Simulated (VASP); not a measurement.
# Ru (P6_3/mmc) in VASP: a series of runs, part 3 of 3

VASP 6.6.1. Earlier steps stand in the parts before.

## (5) Single point, PBE (13.76 Å³/atom)

This run uses another cell than the first one, of 13.76 Å³/atom.

File INCAR:

```
SYSTEM = Ru
PREC = Accurate
ENCUT = 520
EDIFF = 1E-6
ISMEAR = 0
SIGMA = 0.15
LREAL = .FALSE.
LASPH = .TRUE.
NELM = 100
ALGO = Fast
ISIF = 2
LWAVE = .FALSE.
LCHARG = .FALSE.
GGA = PE
NBANDS = 21
```

File KPOINTS:

```
Automatic mesh
0
G
  21 21 12
  0 0 0
```

File POSCAR:

```
Ru
1.0
    2.6653381873      0.0000000000      0.0000000000
   -1.3326690937      2.3082505799      0.0000000000
    0.0000000000      0.0000000000      4.4740366813
Ru
2
Direct
    0.3333333333      0.6666666667      0.2500000000
    0.6666666667      0.3333333333      0.7500000000
```

Potentials or basis: VASP PAW PBE potentials, release 64 (Ru_pv).

Launch:

```
cat potpaw_PBE.64/Ru_pv/POTCAR > POTCAR
mpirun -np 1 vasp_std > vasp.out
```

OUTCAR:

```text
SYSTEM = Ru
   PREC = Accurate
   ENCUT = 520
   EDIFF = 1E-6
   ISMEAR = 0
   LREAL = .FALSE.
   LASPH = .TRUE.
   NELM = 100
   ISIF = 2
   GGA = PE

 ion  position               nearest neighbor table
   1  0.333  0.667  0.250-   2 2.72   2 2.72   2 2.72   2 2.72   2 2.72   2 2.72
   2  0.667  0.333  0.750-   1 2.72   1 2.72   1 2.72   1 2.72   1 2.72   1 2.72

  LATTYP: Found a hexagonal cell.
 ALAT       =     2.6653381873
 C/A-ratio  =     1.6786000000

  Lattice vectors:

 A1 = (   2.6653381873,   0.0000000000,   0.0000000000)
 A2 = (  -1.3326690937,   2.3082505799,   0.0000000000)
 A3 = (   0.0000000000,   0.0000000000,   4.4740366813)

Analysis of symmetry for initial positions (statically):
=====================================================================
 Subroutine PRICEL returns:
 Original cell was already a primitive cell.

 Routine SETGRP: Setting up the symmetry group for a
 hexagonal supercell.

 Subroutine GETGRP returns: Found 24 space group operations
 (whereof 12 operations were pure point group operations)
 out of a pool of 24 trial point group operations.

[... 157 lines left out ...]

 Free energy of the ion-electron system (eV)
  ---------------------------------------------------
  ext. energy  EPLUGINS =         0.00000000
  ---------------------------------------------------
  free energy    TOTEN  =       -18.37917317 eV

  energy without entropy =      -18.36099419  energy(sigma->0) =      -18.37008368

 E-fermi :  12.5979     XC(G=0): -14.0352

 val. band max:       12.5865642954   @ k =   0.4286   0.1429   0.4167
 cond. band min:      12.6088970914   @ k =   0.1429   0.1429   0.2500
 fundamental gap:      0.0223327960
 Fermi energy:        12.5979144688

 k-point     1 :       0.0000    0.0000    0.0000
  band No.  band energies     occupation
      1     -30.9175      2.00000
      2     -30.0307      2.00000
      3     -30.0307      2.00000
      4     -29.9647      2.00000
      5     -29.9129      2.00000
      6     -29.9129      2.00000
[... 565 lines left out ...]
     20      23.0418      0.00000
     21      23.0435      0.00000

 [... further k-points ...]
[... 5 lines left out ...]
  --------------------------------------------------------------------------------------
  -------------------------------------------------------------------------------------
  Total        1.6990161      1.6990161     -3.0699967     -0.0000000      0.0000000      0.0000000
  in kB       98.8947582     98.8947582   -178.6955233     -0.0000000      0.0000000      0.0000000
  external PRESSURE =       6.3646643 kB  Pullay stress =       0.0000000 kB

 VOLUME and BASIS-vectors are now :
 -----------------------------------------------------------------------------
  energy-cutoff  :      520.00
  volume of cell :       27.53
      direct lattice vectors                 reciprocal lattice vectors
     2.665338187  0.000000000  0.000000000     0.375186911  0.216614264  0.000000000
    -1.332669094  2.308250580  0.000000000     0.000000000  0.433228528  0.000000000
     0.000000000  0.000000000  4.474036681     0.000000000  0.000000000  0.223511802

 POSITION                                       TOTAL-FORCE (eV/Angst)
 -----------------------------------------------------------------------------------
     -0.00000      1.53883      1.11851        -0.000000     -0.000000      0.000000
      1.33267      0.76942      3.35553         0.000000      0.000000      0.000000
 -----------------------------------------------------------------------------------
    total drift:                               -0.000000      0.000000     -0.000000

  FREE ENERGIE OF THE ION-ELECTRON SYSTEM (eV)
  ---------------------------------------------------
  free  energy   TOTEN  =       -18.3791731672 eV

  energy  without entropy=      -18.3609941857  energy(sigma->0) =      -18.37008368
```

OSZICAR:

```text
N       E                     dE             d eps       ncg     rms          rms(c)
DAV:   1     0.286375381589E+03    0.28638E+03   -0.17518E+04 14168   0.148E+03
DAV:   2    -0.138617677510E+02   -0.30024E+03   -0.29111E+03 14475   0.443E+02
DAV:   3    -0.196835038962E+02   -0.58217E+01   -0.57845E+01 16547   0.690E+01
DAV:   4    -0.197265498435E+02   -0.43046E-01   -0.43002E-01 17694   0.570E+00
DAV:   5    -0.197270812836E+02   -0.53144E-03   -0.52728E-03 16102   0.571E-01    0.172E+01
RMM:   6    -0.184643610065E+02    0.12627E+01   -0.27758E+00 14405   0.139E+01    0.459E+00
RMM:   7    -0.183860544124E+02    0.78307E-01   -0.34830E-01 15353   0.443E+00    0.998E-01
RMM:   8    -0.183795941883E+02    0.64602E-02   -0.20101E-02 15975   0.134E+00    0.410E-01
RMM:   9    -0.183791619212E+02    0.43227E-03   -0.20696E-03 16054   0.413E-01    0.675E-02
RMM:  10    -0.183791774405E+02   -0.15519E-04   -0.29256E-04 16357   0.163E-01    0.168E-02
RMM:  11    -0.183791745609E+02    0.28796E-05   -0.46712E-05 17067   0.461E-02    0.442E-03
RMM:  12    -0.183791729007E+02    0.16602E-05   -0.83534E-06 15214   0.175E-02    0.222E-03
RMM:  13    -0.183791731672E+02   -0.26649E-06   -0.79243E-07 11416   0.643E-03
   1 F= -.18379173E+02 E0= -.18370084E+02  d E =-.181790E-01
```

stdout:

```text
POSCAR found type information on POSCAR Ru
 POSCAR found :  1 types and       2 ions
 scaLAPACK will be used
 LDA part: xc-table for (Slater+PW92), standard interpolation
 POSCAR, INCAR and KPOINTS ok, starting setup
 FFT: planning ... GRIDC
 FFT: planning ... GRID_SOFT
 FFT: planning ... GRID
 WAVECAR not read
 entering main loop
```

Wall time 3.7 min (1 thread of Intel Xeon 8259CL, shared host); peak memory 0.26 GiB.

What came out:

* Free energy: -18.3792 eV
* Pressure: 0.6 GPa
* Band gap on the k mesh: zero (bands 14 and 15 overlap by 3.02 eV)

Caveat: the stress differs along the axes, from -18 to 10 GPa.

## (6) Single point, PBE (13.76 Å³/atom)

This run uses another cell than the first one, of 13.76 Å³/atom.

File INCAR:

```
  PREC = Accurate
  ENCUT = 520
  EDIFF = 1E-7
  ISMEAR = 0
  SIGMA = 0.15
  LREAL = F
  LASPH = T
  NELM = 80
  ALGO = Fast
  ISIF = 2
  LWAVE = F
  LCHARG = F
  GGA = PE
  NBANDS = 21
```

File KPOINTS:

```
regular mesh
0
Gamma
  21 21 12
```

File POSCAR:

```
Ru
1.0
    2.5597095222      0.0000000000      0.0000000000
   -1.2798547611      2.2167734725      0.0000000000
    0.0000000000      0.0000000000      4.8509055155
Ru
2
Direct
    0.3333333333      0.6666666667      0.2500000000
    0.6666666667      0.3333333333      0.7500000000
```

Potentials or basis: VASP PAW PBE potentials, release 64 (Ru_pv).

Launch:

```
cat potpaw_PBE.64/Ru_pv/POTCAR > POTCAR
mpirun -np 1 vasp_std > vasp.out
```

It took 4.7 min on 1 thread of Intel Xeon 8259CL, shared host; peak memory 0.26 GiB.

Results (log left out):

```yaml
Free_energy: -17.6400 eV
Pressure: 11.1 GPa
Band_gap_on_the_k_mesh: zero (bands 14 and 15 overlap by 2.38 eV)
```

Stress tensor (GPa, compression positive):
```
 35.41   0.00   0.00
  0.00  35.41   0.00
  0.00   0.00 -37.60
```

Levels at points of the mesh, in eV from the Fermi level:
```tsv
k point	band 11	band 12	band 13	band 14	band 15	band 16	band 17	band 18
(0.00, 0.00, 0.00)	-2.49	-2.17	-2.17	-0.50	-0.05	-0.05	1.28	1.28
(0.00, 0.00, 0.50)	-2.42	-2.42	-2.42	-2.42	0.74	0.74	0.74	0.74
```

Caveat: the stress differs along the axes, from -38 to 35 GPa.

## (7) The runs side by side

| cell | further INCAR settings | gap on the mesh (eV) | pressure (GPa) |
| --- | --- | --- | --- |
| a = 2.794, b = 2.794, c = 3.909 Å, angles 90.0, 90.0, 120.0°, 2 atoms | ALGO = Fast; EDIFF = 1e-06; NBANDS = 21 | none | 21.5 |
| a = 2.683, b = 2.683, c = 4.239 Å, angles 90.0, 90.0, 120.0°, 2 atoms | ALGO = Fast; EDIFF = 1e-06; NBANDS = 21 | none | 14.1 |
| a = 2.577, b = 2.577, c = 4.596 Å, angles 90.0, 90.0, 120.0°, 2 atoms | ALGO = Fast; EDIFF = 1e-07; NBANDS = 21 | none | 18.9 |
| a = 2.665, b = 2.665, c = 4.474 Å, angles 90.0, 90.0, 120.0°, 2 atoms | ALGO = Fast; EDIFF = 1e-06; NBANDS = 21 | none | 0.6 |
| a = 2.560, b = 2.560, c = 4.851 Å, angles 90.0, 90.0, 120.0°, 2 atoms | ALGO = Fast; EDIFF = 1e-07; NBANDS = 21 | none | 11.1 |

Alike in all rows: task single point; level PBE; potentials or basis VASP PAW PBE potentials, release 64 (Ru_pv); no spin polarisation; k mesh 21 × 21 × 12; cutoff (eV) 520; smearing gaussian 0.15 eV.

Caveats: the stress differs along the axes, from 3 to 57 GPa (at least some runs); the cell stands under pressure (at least some runs); the stress differs along the axes, from -23 to 40 GPa (at least some runs); the stress differs along the axes, from -18 to 10 GPa (at least some runs); the stress differs along the axes, from -38 to 35 GPa (at least some runs).

Total energies depend on the potentials used, so only differences within one code and one set of settings carry meaning.

The gap in the log of VASP goes by the Fermi energy; the results here count the filled bands.